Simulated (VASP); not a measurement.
# InSb (P4/mmm) in VASP: notebook, part 2 of 2

VASP 6.6.1. Earlier steps stand in the parts before.

## Step 3: Single point, PBEsol (25.85 Å³/atom)

Input file INCAR:

```
SYSTEM = InSb
PREC = Accurate ; ENCUT = 500
EDIFF = 1E-6 ; ISMEAR = 0
SIGMA = 0.15 ; LREAL = .False.
LASPH = .True. ; NELM = 120
ALGO = Normal ; ISIF = 2
LWAVE = .False. ; LCHARG = .True.
GGA = PS ; LELF = .True.
LVHAR = .True. ; NBANDS = 16
GGA_COMPAT = .False.
```

Input file KPOINTS:

```
regular mesh
0
Gamma
  16 16 8
  0 0 0
```

Input file POSCAR:

```
InSb
1.0
    2.9529443536      0.0000000000      0.0000000000
    0.0000000000      2.9529443536      0.0000000000
    0.0000000000      0.0000000000      5.9292097933
In Sb
1 1
Direct
    0.0000000000      0.0000000000      0.0000000000
    0.0000000000      0.0000000000      0.5000000000
```

Potentials or basis: VASP PAW PBE potentials, release 64 (In_d, Sb).

Started as:

```
$ cat potpaw_PBE.64/In_d/POTCAR potpaw_PBE.64/Sb/POTCAR > POTCAR
$ mpirun -np 1 vasp_std > vasp.out
```

OUTCAR:

```text
SYSTEM = InSb
   PREC = Accurate
   ENCUT = 500
   EDIFF = 1E-6
   ISMEAR = 0
   LREAL = .False.
   LASPH = .True.
   NELM = 120
   ISIF = 2
   GGA = PS

 ion  position               nearest neighbor table
   1  0.000  0.000  0.000-   2 2.96   2 2.96
   2  0.000  0.000  0.500-   1 2.96   1 2.96

  LATTYP: Found a simple tetragonal cell.
 ALAT       =     2.9529443536
 C/A-ratio  =     2.0078975705

  Lattice vectors:

 A1 = (   2.9529443536,   0.0000000000,   0.0000000000)
 A2 = (   0.0000000000,   2.9529443536,   0.0000000000)
 A3 = (   0.0000000000,   0.0000000000,   5.9292097933)

Analysis of symmetry for initial positions (statically):
=====================================================================
 Subroutine PRICEL returns:
 Original cell was already a primitive cell.

 Routine SETGRP: Setting up the symmetry group for a
 simple tetragonal supercell.

 Subroutine GETGRP returns: Found 16 space group operations
 (whereof 16 operations were pure point group operations)
 out of a pool of 16 trial point group operations.

The static configuration has the point symmetry D_4h.

Analysis of symmetry for dynamics (positions and initial velocities):
=====================================================================
 Subroutine PRICEL returns:
 Original cell was already a primitive cell.

 Routine SETGRP: Setting up the symmetry group for a
 simple tetragonal supercell.

 Subroutine GETGRP returns: Found 16 space group operations
 (whereof 16 operations were pure point group operations)
 out of a pool of 16 trial point group operations.

The dynamic configuration has the point symmetry D_4h.

 Subroutine INISYM returns: Found 16 space group operations
 (whereof 16 operations are pure point group operations),
 and found     1 'primitive' translations

----------------------------------------------------------------------------------------

                                     Primitive cell

  volume of cell :      51.7020

  direct lattice vectors                    reciprocal lattice vectors
     2.952944354  0.000000000  0.000000000     0.338645054  0.000000000  0.000000000
     0.000000000  2.952944354  0.000000000     0.000000000  0.338645054  0.000000000
     0.000000000  0.000000000  5.929209793     0.000000000  0.000000000  0.168656539

  length of vectors
     2.952944354  2.952944354  5.929209793     0.338645054  0.338645054  0.168656539

  position of ions in fractional coordinates (direct lattice)
     0.000000000  0.000000000  0.000000000
     0.000000000  0.000000000  0.500000000

  ion indices of the primitive-cell ions
   primitive index   ion index
                 1           1
                 2           2

----------------------------------------------------------------------------------------

 KPOINTS: regular mesh

Automatic generation of k-mesh.
 Grid dimensions read from file:
 generate k-points for:   16   16    8

 Generating k-lattice:

  Cartesian coordinates                     Fractional coordinates (reciprocal lattice)
     0.021165316  0.000000000  0.000000000     0.062500000  0.000000000  0.000000000
     0.000000000  0.021165316  0.000000000     0.000000000  0.062500000  0.000000000
     0.000000000  0.000000000  0.021082067     0.000000000  0.000000000  0.125000000

  Length of vectors
     0.021165316  0.021165316  0.021082067

  Shift w.r.t. Gamma in fractional coordinates (k-lattice)
     0.000000000  0.000000000  0.000000000

 Subroutine IBZKPT returns following result:
 ===========================================

 Found    225 irreducible k-points:

 Following reciprocal coordinates:
            Coordinates               Weight
  0.000000  0.000000  0.000000      1.000000
  0.062500  0.000000  0.000000      4.000000
  0.125000  0.000000  0.000000      4.000000
  0.187500  0.000000  0.000000      4.000000
  0.250000  0.000000  0.000000      4.000000
  0.312500  0.000000  0.000000      4.000000
[... 16 lines left out ...]
  0.437500  0.125000  0.000000      8.000000
  0.500000  0.125000  0.000000      4.000000
 [... further k-points ...]
   k-points           NKPTS =    225   k-points in BZ     NKDIM =    225   number of bands    NBANDS=     16
   number of dos      NEDOS =    301   number of ions     NIONS =      2
   total plane-waves  NPLWV =  27648
   dimension x,y,z NGX =    24 NGY =   24 NGZ =   48
   dimension x,y,z NGXF=    48 NGYF=   48 NGZF=   96
   ions per type =               1   1
   NGX,Y,Z   is equivalent  to a cutoff of  13.51, 13.51, 13.46 a.u.
   NGXF,Y,Z  is equivalent  to a cutoff of  27.02, 27.02, 26.92 a.u.
 SYSTEM =  InSb
   PREC   = accura    normal or accurate (medium, high low for compatibility)
   ISTART =      0    job   : 0-new  1-cont  2-samecut
   ICHARG =      2    charge: 1-file 2-atom 10-const
   ISPIN  =      1    spin polarized calculation?
   LNONCOLLINEAR =      F non collinear calculations
   LSORBIT =      F    spin-orbit coupling
   LASPH  =      T    aspherical Exc in radial PAW
   ENCUT  =  500.0 eV  36.75 Ry    6.06 a.u.   5.38  5.38 10.81*2*pi/ulx,y,z
   NELM   =    120;   NELMIN=  2; NELMDL= -5     # of ELM steps
   EDIFF  = 0.1E-05   stopping-criterion for ELM
   LREAL  =      F    real-space projection
   EDIFFG = 0.1E-04   stopping-criterion for IOM
   NSW    =      0    number of steps for IOM
   IBRION =     -1    ionic relax: 0-MD 1-quasi-New 2-CG
   NFREE  =      0    steps in history (QN), initial steepest desc. (CG)
   ISIF   =      2    stress and relaxation
   ISYM   =      2    0-nonsym 1-usesym 2-fastsym
   POTIM  = 0.5000    time-step for ionic-motion
   TEBEG  =    0.0;   TEEND  =   0.0 temperature during run
   PSTRESS=    0.0 pullay stress
   NELECT =      18.0000    total number of electrons
   NUPDOWN=      -1.0000    fix difference up-down
   EMIN   =  10.00;   EMAX   =-10.00  energy-range for DOS
   EFERMI =   0.00;   METHOD = LEGACY
   ISMEAR =     0;   SIGMA  =   0.15  broadening in eV -4-tet -1-fermi 0-gaus
   EFERMI_NEDOS =   21; number of points for ismear=-14 and -15
   IALGO  =     38    algorithm
   IMIX   =      4    mixing-type and parameters
     AMIX     =   0.40;   BMIX     =  1.00
     AMIX_MAG =   1.60;   BMIX_MAG =  1.00
  volume/ion in A,a.u.               =      25.85       174.45
  Fermi-wavevector in a.u.,A,eV,Ry     =   1.151675  2.176350 18.046155  1.326355
  Thomas-Fermi vector in A             =   2.288331
   LORBIT       =      0    0 simple, 1 ext, 2 COOP (PROOUT), +10 PAW based schemes
   GGA     = PS    functional components
   LHFCALC =     F    Hartree Fock is set to
   AEXX    =    0.0000 exact exchange contribution
   IVDW    =     0    specifies the selected vdW correction
   LEPSILON=     F    determine dielectric tensor
   LRPA    =     F    only Hartree local field effects (RPA)
 non-spin polarized calculation
 Gauss-broadening in eV      SIGMA  =   0.15
  energy-cutoff  :      500.00
  volume of cell :       51.70
 maximum number of plane-waves:      1334
 NGX is ok and might be reduce to    24
   NGX = 11   NGY = 11   NGZ = 21

 number of electron      17.9999999 magnetization

 Free energy of the ion-electron system (eV)
  ---------------------------------------------------
  ext. energy  EPLUGINS =         0.00000000
  ---------------------------------------------------
  free energy    TOTEN  =        -7.38284353 eV

  energy without entropy =       -7.37304656  energy(sigma->0) =       -7.37794504

 E-fermi :   8.0688     XC(G=0): -10.3789

 val. band max:        8.0632352369   @ k =   0.4375   0.2500   0.0000
 cond. band min:       8.0847687747   @ k =   0.5000   0.3125   0.5000
 fundamental gap:      0.0215335379
 Fermi energy:         8.0688453224

 k-point     1 :       0.0000    0.0000    0.0000
  band No.  band energies     occupation
      1      -7.0556      2.00000
      2      -6.8204      2.00000
      3      -6.2834      2.00000
      4      -6.2834      2.00000
      5      -6.1473      2.00000
      6      -4.3842      2.00000
[... 8 lines left out ...]
     15      17.8218      0.00000
     16      18.5002      0.00000
[... 419 lines left out ...]
 k-point    24 :       0.5000    0.1250    0.0000
  band No.  band energies     occupation
      1      -6.7348      2.00000
      2      -6.6164      2.00000
      3      -6.4594      2.00000
      4      -6.3018      2.00000
      5      -6.2439      2.00000
      6      -0.9088      2.00000
[... 8 lines left out ...]
     15      19.0774      0.00000
     16      20.1383      0.00000

 [... further k-points ...]

------------------------ aborting loop because EDIFF is reached ----------------------------------------

  FORCE on cell =-STRESS in cart. coord.  units (eV):
  Direction    XX          YY          ZZ          XY          YZ          ZX
  --------------------------------------------------------------------------------------
  -------------------------------------------------------------------------------------
  Total        1.7426438      1.7426438      1.6629574      0.0000000     -0.0000000     -0.0000000
  in kB       54.0022504     54.0022504     51.5328749      0.0000000     -0.0000000     -0.0000000
  external PRESSURE =      53.1791253 kB  Pullay stress =       0.0000000 kB

 VOLUME and BASIS-vectors are now :
 -----------------------------------------------------------------------------
  energy-cutoff  :      500.00
  volume of cell :       51.70
      direct lattice vectors                 reciprocal lattice vectors
     2.952944354  0.000000000  0.000000000     0.338645054  0.000000000  0.000000000
     0.000000000  2.952944354  0.000000000     0.000000000  0.338645054  0.000000000
     0.000000000  0.000000000  5.929209793     0.000000000  0.000000000  0.168656539

 POSITION                                       TOTAL-FORCE (eV/Angst)
 -----------------------------------------------------------------------------------
      0.00000      0.00000      0.00000         0.000000      0.000000      0.000000
      0.00000      0.00000      2.96460         0.000000      0.000000      0.000000
 -----------------------------------------------------------------------------------
    total drift:                                0.000000     -0.000000     -0.000000

  FREE ENERGIE OF THE ION-ELECTRON SYSTEM (eV)
  ---------------------------------------------------
  free  energy   TOTEN  =        -7.3828435268 eV

  energy  without entropy=       -7.3730465550  energy(sigma->0) =       -7.37794504
```

Run time: 3.1 min. Hardware: 1 thread of Intel Xeon 8259CL, shared host; peak memory 0.31 GiB.

What came out:

```yaml
Free_energy: -7.3828 eV
Pressure: 5.3 GPa
Band_gap_on_the_k_mesh: zero (bands 9 and 10 overlap by 6.62 eV)
```

Caveat: the cell stands under pressure; the PAW data sets were made with another functional, which shifts forces and pressure a little; spin-orbit coupling is left out, which moves the levels of the heavy elements.

## Step 4: Single point, PBEsol (25.85 Å³/atom)

Input file INCAR:

```
SYSTEM = InSb
  PREC = Accurate
  ENCUT = 500
  EDIFF = 1E-6
  ISMEAR = 0
  SIGMA = 0.15
  LREAL = .FALSE.
  LASPH = .TRUE.
  NELM = 120
  ALGO = Normal
  ISIF = 2
  LWAVE = .FALSE.
  LCHARG = .FALSE.
  GGA = PS
  NBANDS = 16
  GGA_COMPAT = .FALSE.
```

Input file KPOINTS:

```
regular mesh
0
G
  16 16 8
  0 0 0
```

Input file POSCAR:

```
InSb
1.0
    3.1376266127      0.0000000000      0.0000000000
    0.0000000000      3.1376266127      0.0000000000
    0.0000000000      0.0000000000      5.2517594243
In Sb
1 1
Direct
    0.0000000000      0.0000000000      0.0000000000
    0.0000000000      0.0000000000      0.5000000000
```

Started as:

```
$ cat potpaw_PBE.64/In_d/POTCAR potpaw_PBE.64/Sb/POTCAR > POTCAR
$ mpirun -np 1 vasp_std > vasp.out
```

Wall time 2.7 min (1 thread of Intel Xeon 8259CL, shared host); peak memory 0.31 GiB.

Results (log left out):

```
Free energy            : -6.7857 eV
Pressure               : 9.8 GPa
Band gap on the k mesh : zero (bands 9 and 10 overlap by 5.35 eV)
```

Stress tensor (GPa, compression positive):
```
-0.89  0.00  0.00
 0.00 -0.89  0.00
 0.00  0.00 31.03
```

Levels at points of the mesh, in eV from the Fermi level:
```tsv
k point	band 6	band 7	band 8	band 9	band 10	band 11	band 12	band 13
(0.00, 0.00, 0.00)	-12.20	-5.65	-5.37	2.91	2.91	6.90	7.61	8.99
(0.50, 0.00, 0.00)	-9.74	-5.68	-3.48	-2.43	-0.72	3.17	4.82	9.96
(0.50, 0.50, 0.00)	-7.23	-3.67	-3.67	-1.70	1.30	1.57	1.57	2.06
(0.00, 0.00, 0.50)	-11.94	-9.01	1.73	2.34	3.57	3.57	6.88	6.88
(0.50, 0.00, 0.50)	-9.68	-6.14	-4.87	-2.82	4.30	4.94	5.46	7.81
(0.50, 0.50, 0.50)	-7.30	-3.37	-2.95	-2.95	-0.37	-0.37	2.67	4.11
```

Caveat: the cell stands under pressure; the PAW data sets were made with another functional, which shifts forces and pressure a little; spin-orbit coupling is left out, which moves the levels of the heavy elements.

## Step 5: The runs side by side

| cell | gap on the mesh (eV) | pressure (GPa) |
| --- | --- | --- |
| a = 2.779, b = 2.779, c = 6.694 Å, 2 atoms | none | 10.2 |
| a = 2.953, b = 2.953, c = 5.929 Å, 2 atoms | none | 5.3 |
| a = 3.138, b = 3.138, c = 5.252 Å, 2 atoms | none | 9.8 |

Alike in all rows: task single point; level PBEsol; potentials or basis VASP PAW PBE potentials, release 64 (In_d, Sb); no spin polarisation; k mesh 16 × 16 × 8; cutoff (eV) 500; smearing gaussian 0.15 eV.

Caveats: the cell stands under pressure; the PAW data sets were made with another functional, which shifts forces and pressure a little; spin-orbit coupling is left out, which moves the levels of the heavy elements.

Absolute energies hang on the potentials; compare differences alone.
